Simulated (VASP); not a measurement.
# Nb (P-1) in VASP: notebook

Runs on Nb. Level: PBE. Tasks: single point.

Everything below comes from runs of VASP 6.6.1. Logs are shortened: lines on timing, memory, paths and dates and some standing lists are left out, and cuts for length are marked.

**1. The cell of the first run**

The typed cell holds 1 atom: a = 2.707 Å, b = 3.357 Å, c = 2.926 Å, α = 126.55°, β = 106.47°, γ = 102.66°.

**2. Single point, PBE**

File INCAR:

```
ALGO = Fast
EDIFF = 1E-6
ENCUT = 520
GGA = PE
ISIF = 2
ISMEAR = 0
LASPH = True
LCHARG = False
LREAL = False
LWAVE = False
NBANDS = 12
NELM = 80
PREC = Accurate
SIGMA = 0.1
```

File KPOINTS:

```
k-points
0
Gamma
  9 8 9
```

File POSCAR:

```
Nb
1.0
   -1.4545883700      1.6009203400      1.6273015200
    1.6190107300     -1.9818268200      2.1726303600
    1.2182993000      1.7455377500     -2.0082080000
Nb
1
Direct
    0.0000000000      0.0000000000      0.0000000000
```

Potentials or basis: VASP PAW PBE potentials, release 64 (Nb_sv).

Command:

```bash
$ cat potpaw_PBE.64/Nb_sv/POTCAR > POTCAR
$ mpirun -np 1 vasp_std > vasp.out
```

OUTCAR:

```text
EDIFF = 1E-6
   ENCUT = 520
   GGA = PE
   ISIF = 2
   ISMEAR = 0
   LASPH = True
   LREAL = False
   NELM = 80
   PREC = Accurate

 ion  position               nearest neighbor table
   1  0.000  0.000  0.000-

  LATTYP: Found a triclinic cell.
 ALAT       =     2.7068216598
 B/A-ratio  =     1.6678830294
 C/A-ratio  =     3.0197523394
 COS(alpha) =     0.0039638989
 COS(beta)  =     0.5989314928
 COS(gamma) =     0.7833223595

  Lattice vectors:

 A1 = (  -1.4545883700,   1.6009203400,   1.6273015200)
 A2 = (  -2.6728876700,  -0.1446174100,   3.6355095200)
 A3 = (   0.9101435200,   8.0575474500,   1.0299109200)

Analysis of symmetry for initial positions (statically):
=====================================================================
 Subroutine PRICEL returns:
 Original cell was already a primitive cell.

 Routine SETGRP: Setting up the symmetry group for a
 triclinic supercell.

 Subroutine GETGRP returns: Found  2 space group operations
 (whereof  2 operations were pure point group operations)
 out of a pool of  2 trial point group operations.

The static configuration has the point symmetry S_2 .

Analysis of symmetry for dynamics (positions and initial velocities):
=====================================================================
 Subroutine PRICEL returns:
 Original cell was already a primitive cell.

 Routine SETGRP: Setting up the symmetry group for a
 triclinic supercell.

 Subroutine GETGRP returns: Found  2 space group operations
 (whereof  2 operations were pure point group operations)
 out of a pool of  2 trial point group operations.

The dynamic configuration has the point symmetry S_2 .

 Subroutine INISYM returns: Found  2 space group operations
 (whereof  2 operations are pure point group operations),
 and found     1 'primitive' translations

----------------------------------------------------------------------------------------

                                     Primitive cell

  volume of cell :      17.6977

  direct lattice vectors                    reciprocal lattice vectors
    -1.454588370  1.600920340  1.627301520     0.010595277  0.333276093  0.296111867
     1.619010730 -1.981826820  2.172630360     0.342162717  0.053033731  0.253673413
     1.218299300  1.745537750 -2.008208000     0.378762966  0.327437888  0.016433482

  length of vectors
     2.706821660  3.356956355  2.926440601     0.445945570  0.429229661  0.500946119

  position of ions in fractional coordinates (direct lattice)
     0.000000000  0.000000000  0.000000000

[... 83 lines left out ...]
   POTIM  = 0.5000    time-step for ionic-motion
   TEBEG  =    0.0;   TEEND  =   0.0 temperature during run
   PSTRESS=    0.0 pullay stress
   NELECT =      13.0000    total number of electrons
   NUPDOWN=      -1.0000    fix difference up-down
   EMIN   =  10.00;   EMAX   =-10.00  energy-range for DOS
   EFERMI =   0.00;   METHOD = LEGACY
   ISMEAR =     0;   SIGMA  =   0.10  broadening in eV -4-tet -1-fermi 0-gaus
   EFERMI_NEDOS =   21; number of points for ismear=-14 and -15
   IALGO  =     68    algorithm
   IMIX   =      4    mixing-type and parameters
     AMIX     =   0.40;   BMIX     =  1.00
     AMIX_MAG =   1.60;   BMIX_MAG =  1.00
  volume/ion in A,a.u.               =      17.70       119.43
  Fermi-wavevector in a.u.,A,eV,Ry     =   1.477124  2.791359 29.686481  2.181895
  Thomas-Fermi vector in A             =   2.591566
   LORBIT       =      0    0 simple, 1 ext, 2 COOP (PROOUT), +10 PAW based schemes
   GGA     = PE    functional components
   LHFCALC =     F    Hartree Fock is set to
   AEXX    =    0.0000 exact exchange contribution
   IVDW    =     0    specifies the selected vdW correction
   LEPSILON=     F    determine dielectric tensor
   LRPA    =     F    only Hartree local field effects (RPA)
 non-spin polarized calculation
 RMM-DIIS sequential band-by-band and
 Gauss-broadening in eV      SIGMA  =   0.10
  energy-cutoff  :      520.00
  volume of cell :       17.70
 maximum number of plane-waves:       490
   NGX = 11   NGY = 13   NGZ = 11

 number of electron      13.0000000 magnetization

 Free energy of the ion-electron system (eV)
  ---------------------------------------------------
  ext. energy  EPLUGINS =         0.00000000
  ---------------------------------------------------
  free energy    TOTEN  =        -9.85037071 eV

  energy without entropy =       -9.84526797  energy(sigma->0) =       -9.84781934

 E-fermi :  11.7159     XC(G=0): -12.5327

 val. band max:       11.7138520634   @ k =   0.3333  -0.3750   0.1111
 cond. band min:      11.7341395589   @ k =  -0.1111   0.5000   0.2222
 fundamental gap:      0.0202874954
 Fermi energy:        11.7159474478

 k-point     1 :       0.0000    0.0000    0.0000
  band No.  band energies     occupation
      1     -42.9681      2.00000
      2     -18.5763      2.00000
      3     -17.9359      2.00000
      4     -17.7548      2.00000
      5       5.5557      2.00000
      6       9.4635      2.00000
      7      11.4993      1.99782
      8      13.3784      0.00000
      9      14.9529      0.00000
     10      16.5580      0.00000
     11      23.6743      0.00000
     12      25.5948      0.00000
[... 331 lines left out ...]
 k-point    24 :      -0.0000    0.3750    0.0000
  band No.  band energies     occupation
      1     -42.6508      2.00000
      2     -19.6764      2.00000
      3     -18.4381      2.00000
      4     -18.1204      2.00000
      5       7.8644      2.00000
      6       9.9100      2.00000
      7      12.5197      0.00000
      8      13.9909      0.00000
      9      15.0462      0.00000
     10      17.0196      0.00000
     11      23.5552      0.00000
     12      25.9211      0.00000

 [... further k-points ...]

------------------------ aborting loop because EDIFF is reached ----------------------------------------

  FORCE on cell =-STRESS in cart. coord.  units (eV):
  Direction    XX          YY          ZZ          XY          YZ          ZX
  --------------------------------------------------------------------------------------
  -------------------------------------------------------------------------------------
  Total        2.8898381      0.1544660      0.6659799     -0.0363418      1.4432808     -0.2624906
  in kB      261.6176099     13.9838381     60.2912906     -3.2900306    130.6604960    -23.7633221
  external PRESSURE =     111.9642462 kB  Pullay stress =       0.0000000 kB

 VOLUME and BASIS-vectors are now :
 -----------------------------------------------------------------------------
  energy-cutoff  :      520.00
  volume of cell :       17.70
      direct lattice vectors                 reciprocal lattice vectors
    -1.454588370  1.600920340  1.627301520     0.010595277  0.333276093  0.296111867
     1.619010730 -1.981826820  2.172630360     0.342162717  0.053033731  0.253673413
     1.218299300  1.745537750 -2.008208000     0.378762966  0.327437888  0.016433482

 POSITION                                       TOTAL-FORCE (eV/Angst)
 -----------------------------------------------------------------------------------
      0.00000      0.00000      0.00000        -0.000000      0.000000      0.000000
 -----------------------------------------------------------------------------------
    total drift:                                0.000000     -0.000000     -0.000000

  FREE ENERGIE OF THE ION-ELECTRON SYSTEM (eV)
  ---------------------------------------------------
  free  energy   TOTEN  =        -9.8503707141 eV

  energy  without entropy=       -9.8452679748  energy(sigma->0) =       -9.84781934
```

OSZICAR:

```text
N       E                     dE             d eps       ncg     rms          rms(c)
DAV:   1     0.119541162466E+03    0.11954E+03   -0.73421E+03  7852   0.109E+03
DAV:   2    -0.521810221757E+01   -0.12476E+03   -0.11969E+03  8272   0.392E+02
DAV:   3    -0.985448459951E+01   -0.46364E+01   -0.43972E+01 11000   0.668E+01
[... 11 lines left out ...]
RMM:  15    -0.985036447340E+01   -0.53467E-05   -0.99460E-05 12886   0.956E-02    0.139E-02
RMM:  16    -0.985036746639E+01   -0.29930E-05   -0.48628E-05 12107   0.554E-02    0.352E-03
RMM:  17    -0.985036911980E+01   -0.16534E-05   -0.21760E-05 10068   0.318E-02    0.484E-03
RMM:  18    -0.985037032855E+01   -0.12087E-05   -0.13241E-05  8310   0.190E-02    0.301E-03
RMM:  19    -0.985037071406E+01   -0.38552E-06   -0.66470E-06  7894   0.125E-02
   1 F= -.98503707E+01 E0= -.98478193E+01  d E =-.510274E-02
```

Run time: 60 s. Hardware: 1 thread of Intel Xeon 6975P-C (Granite Rapids), shared host; peak memory 0.19 GiB.

What came out:

* Free energy: -9.8504 eV
* Pressure: 11.2 GPa

**3. Single point, PBE**

File INCAR:

```
SYSTEM = Nb
PREC     = Accurate       ! precision mode
ENCUT    = 520            ! plane-wave cutoff, eV
EDIFF    = 1E-7           ! SCF threshold, eV
ISMEAR   = 0              ! smearing method
SIGMA    = 0.1            ! smearing width, eV
LREAL    = .False.        ! projectors in reciprocal space
LASPH    = .True.         ! aspherical terms in the spheres
NELM     = 60             ! most SCF steps
ALGO     = Normal         ! electronic algorithm
ISIF     = 2              ! what is computed and relaxed
LWAVE    = .False.        ! write WAVECAR
LCHARG   = .False.        ! write CHGCAR
GGA      = PE             ! functional
NBANDS   = 12             ! bands
```

File KPOINTS:

```
regular mesh
0
Gamma
  9 8 9
  0 0 0
```

POSCAR is that of step 2.

Potentials or basis: VASP PAW PBE potentials, release 64 (Nb_sv).

Command:

```bash
$ cat potpaw_PBE.64/Nb_sv/POTCAR > POTCAR
$ mpirun -np 1 vasp_std > vasp.out
```

OUTCAR:

```text
SYSTEM = Nb
   PREC = Accurate
   ENCUT = 520
   EDIFF = 1E-7
   ISMEAR = 0
   LREAL = .False.
   LASPH = .True.
   NELM = 60
   ISIF = 2
   GGA = PE

 ion  position               nearest neighbor table
   1  0.000  0.000  0.000-

  LATTYP: Found a triclinic cell.
 ALAT       =     2.7068216598
 B/A-ratio  =     1.6678830294
 C/A-ratio  =     3.0197523394
 COS(alpha) =     0.0039638989
 COS(beta)  =     0.5989314928
 COS(gamma) =     0.7833223595

  Lattice vectors:

 A1 = (  -1.4545883700,   1.6009203400,   1.6273015200)
 A2 = (  -2.6728876700,  -0.1446174100,   3.6355095200)
 A3 = (   0.9101435200,   8.0575474500,   1.0299109200)

Analysis of symmetry for initial positions (statically):
=====================================================================
 Subroutine PRICEL returns:
 Original cell was already a primitive cell.

 Routine SETGRP: Setting up the symmetry group for a
 triclinic supercell.

 Subroutine GETGRP returns: Found  2 space group operations
 (whereof  2 operations were pure point group operations)
 out of a pool of  2 trial point group operations.

The static configuration has the point symmetry S_2 .

Analysis of symmetry for dynamics (positions and initial velocities):
=====================================================================
 Subroutine PRICEL returns:
 Original cell was already a primitive cell.

 Routine SETGRP: Setting up the symmetry group for a
 triclinic supercell.

 Subroutine GETGRP returns: Found  2 space group operations
 (whereof  2 operations were pure point group operations)
 out of a pool of  2 trial point group operations.

The dynamic configuration has the point symmetry S_2 .

 Subroutine INISYM returns: Found  2 space group operations
 (whereof  2 operations are pure point group operations),
 and found     1 'primitive' translations

----------------------------------------------------------------------------------------

                                     Primitive cell

  volume of cell :      17.6977

  direct lattice vectors                    reciprocal lattice vectors
    -1.454588370  1.600920340  1.627301520     0.010595277  0.333276093  0.296111867
     1.619010730 -1.981826820  2.172630360     0.342162717  0.053033731  0.253673413
     1.218299300  1.745537750 -2.008208000     0.378762966  0.327437888  0.016433482

  length of vectors
     2.706821660  3.356956355  2.926440601     0.445945570  0.429229661  0.500946119

  position of ions in fractional coordinates (direct lattice)
     0.000000000  0.000000000  0.000000000

  ion indices of the primitive-cell ions
   primitive index   ion index
                 1           1

----------------------------------------------------------------------------------------

 KPOINTS: regular mesh

Automatic generation of k-mesh.
 Grid dimensions read from file:
 generate k-points for:    9    8    9

 Generating k-lattice:

  Cartesian coordinates                     Fractional coordinates (reciprocal lattice)
     0.001177253  0.037030677  0.032901319     0.111111111 -0.000000000  0.000000000
     0.042770340  0.006629216  0.031709177     0.000000000  0.125000000  0.000000000
     0.042084774  0.036381988  0.001825942    -0.000000000  0.000000000  0.111111111

  Length of vectors
     0.049549508  0.053653708  0.055660680

  Shift w.r.t. Gamma in fractional coordinates (k-lattice)
     0.000000000  0.000000000  0.000000000

 Subroutine IBZKPT returns following result:
 ===========================================

 Found    325 irreducible k-points:

 Following reciprocal coordinates:
            Coordinates               Weight
  0.000000  0.000000  0.000000      1.000000
  0.111111 -0.000000  0.000000      2.000000
  0.222222  0.000000  0.000000      2.000000
  0.333333  0.000000 -0.000000      2.000000
  0.444444  0.000000  0.000000      2.000000
  0.000000  0.125000  0.000000      2.000000
[... 16 lines left out ...]
 -0.111111  0.250000  0.000000      2.000000
 -0.000000  0.375000  0.000000      2.000000
 [... further k-points ...]
   k-points           NKPTS =    325   k-points in BZ     NKDIM =    325   number of bands    NBANDS=     12
   number of dos      NEDOS =    301   number of ions     NIONS =      1
   total plane-waves  NPLWV =  13440
   dimension x,y,z NGX =    20 NGY =   28 NGZ =   24
   dimension x,y,z NGXF=    40 NGYF=   56 NGZF=   48
   ions per type =               1
   NGX,Y,Z   is equivalent  to a cutoff of  12.28, 13.87, 13.63 a.u.
   NGXF,Y,Z  is equivalent  to a cutoff of  24.57, 27.73, 27.27 a.u.
 SYSTEM =  Nb
   PREC   = accura    normal or accurate (medium, high low for compatibility)
   ISTART =      0    job   : 0-new  1-cont  2-samecut
   ICHARG =      2    charge: 1-file 2-atom 10-const
   ISPIN  =      1    spin polarized calculation?
   LNONCOLLINEAR =      F non collinear calculations
   LSORBIT =      F    spin-orbit coupling
   LASPH  =      T    aspherical Exc in radial PAW
   ENCUT  =  520.0 eV  38.22 Ry    6.18 a.u.   5.03  6.24  5.44*2*pi/ulx,y,z
   NELM   =     60;   NELMIN=  2; NELMDL= -5     # of ELM steps
   EDIFF  = 0.1E-06   stopping-criterion for ELM
   LREAL  =      F    real-space projection
   EDIFFG = 0.1E-05   stopping-criterion for IOM
   NSW    =      0    number of steps for IOM
   IBRION =     -1    ionic relax: 0-MD 1-quasi-New 2-CG
   NFREE  =      0    steps in history (QN), initial steepest desc. (CG)
   ISIF   =      2    stress and relaxation
   ISYM   =      2    0-nonsym 1-usesym 2-fastsym
   POTIM  = 0.5000    time-step for ionic-motion
   TEBEG  =    0.0;   TEEND  =   0.0 temperature during run
   PSTRESS=    0.0 pullay stress
   NELECT =      13.0000    total number of electrons
   NUPDOWN=      -1.0000    fix difference up-down
   EMIN   =  10.00;   EMAX   =-10.00  energy-range for DOS
   EFERMI =   0.00;   METHOD = LEGACY
   ISMEAR =     0;   SIGMA  =   0.10  broadening in eV -4-tet -1-fermi 0-gaus
   EFERMI_NEDOS =   21; number of points for ismear=-14 and -15
   IALGO  =     38    algorithm
   IMIX   =      4    mixing-type and parameters
     AMIX     =   0.40;   BMIX     =  1.00
     AMIX_MAG =   1.60;   BMIX_MAG =  1.00
  volume/ion in A,a.u.               =      17.70       119.43
  Fermi-wavevector in a.u.,A,eV,Ry     =   1.477124  2.791359 29.686481  2.181895
  Thomas-Fermi vector in A             =   2.591566
   LORBIT       =      0    0 simple, 1 ext, 2 COOP (PROOUT), +10 PAW based schemes
   GGA     = PE    functional components
   LHFCALC =     F    Hartree Fock is set to
   AEXX    =    0.0000 exact exchange contribution
   IVDW    =     0    specifies the selected vdW correction
   LEPSILON=     F    determine dielectric tensor
   LRPA    =     F    only Hartree local field effects (RPA)
 non-spin polarized calculation
 Gauss-broadening in eV      SIGMA  =   0.10
  energy-cutoff  :      520.00
  volume of cell :       17.70
 maximum number of plane-waves:       490
   NGX = 11   NGY = 13   NGZ = 11

 number of electron      13.0000000 magnetization

 Free energy of the ion-electron system (eV)
  ---------------------------------------------------
  ext. energy  EPLUGINS =         0.00000000
  ---------------------------------------------------
  free energy    TOTEN  =        -9.85037190 eV

  energy without entropy =       -9.84526913  energy(sigma->0) =       -9.84782052

 E-fermi :  11.7159     XC(G=0): -12.5327

 val. band max:       11.7138529156   @ k =   0.3333  -0.3750   0.1111
 cond. band min:      11.7341274788   @ k =  -0.1111   0.5000   0.2222
 fundamental gap:      0.0202745631
 Fermi energy:        11.7159374078

 k-point     1 :       0.0000    0.0000    0.0000
  band No.  band energies     occupation
      1     -42.9681      2.00000
      2     -18.5764      2.00000
      3     -17.9359      2.00000
      4     -17.7548      2.00000
      5       5.5558      2.00000
      6       9.4635      2.00000
      7      11.4993      1.99782
      8      13.3784      0.00000
      9      14.9528      0.00000
     10      16.5580      0.00000
     11      23.6743      0.00000
     12      25.5949      0.00000
[... 331 lines left out ...]
 k-point    24 :      -0.0000    0.3750    0.0000
  band No.  band energies     occupation
      1     -42.6508      2.00000
      2     -19.6764      2.00000
      3     -18.4381      2.00000
      4     -18.1204      2.00000
      5       7.8644      2.00000
      6       9.9100      2.00000
      7      12.5197      0.00000
      8      13.9909      0.00000
      9      15.0462      0.00000
     10      17.0196      0.00000
     11      23.5552      0.00000
     12      25.9211      0.00000

 [... further k-points ...]

------------------------ aborting loop because EDIFF is reached ----------------------------------------

  FORCE on cell =-STRESS in cart. coord.  units (eV):
  Direction    XX          YY          ZZ          XY          YZ          ZX
  --------------------------------------------------------------------------------------
  -------------------------------------------------------------------------------------
  Total        2.8908692      0.1554637      0.6668063     -0.0364785      1.4432549     -0.2625197
  in kB      261.7109558     14.0741552     60.3661080     -3.3024071    130.6581438    -23.7659553
  external PRESSURE =     112.0504063 kB  Pullay stress =       0.0000000 kB

 VOLUME and BASIS-vectors are now :
 -----------------------------------------------------------------------------
  energy-cutoff  :      520.00
  volume of cell :       17.70
      direct lattice vectors                 reciprocal lattice vectors
    -1.454588370  1.600920340  1.627301520     0.010595277  0.333276093  0.296111867
     1.619010730 -1.981826820  2.172630360     0.342162717  0.053033731  0.253673413
     1.218299300  1.745537750 -2.008208000     0.378762966  0.327437888  0.016433482

 POSITION                                       TOTAL-FORCE (eV/Angst)
 -----------------------------------------------------------------------------------
      0.00000      0.00000      0.00000         0.000000      0.000000      0.000000
 -----------------------------------------------------------------------------------
    total drift:                                0.000000     -0.000000      0.000000

  FREE ENERGIE OF THE ION-ELECTRON SYSTEM (eV)
  ---------------------------------------------------
  free  energy   TOTEN  =        -9.8503719029 eV

  energy  without entropy=       -9.8452691321  energy(sigma->0) =       -9.84782052
```

It took 36 s on 1 thread of Intel Xeon 6975P-C (Granite Rapids), shared host; peak memory 0.19 GiB.

What came out:

```yaml
Free_energy: -9.8504 eV
Pressure: 11.2 GPa
```

Stress tensor (GPa, compression positive):
```
26.17 -0.33 -2.38
-0.33  1.41 13.07
-2.38 13.07  6.04
```

Levels at points of the mesh, in eV from the Fermi level:
| k point | band 4 | band 5 | band 6 | band 7 | band 8 | band 9 | band 10 | band 11 |
| --- | --- | --- | --- | --- | --- | --- | --- | --- |
| (0.00, 0.00, 0.00) | -29.47 | -6.16 | -2.25 | -0.22 | 1.66 | 3.24 | 4.84 | 11.96 |
| (0.00, 0.50, 0.00) | -29.87 | -3.98 | -1.82 | 1.92 | 2.08 | 3.42 | 6.40 | 12.42 |

(Continued in part 2 of 2.)
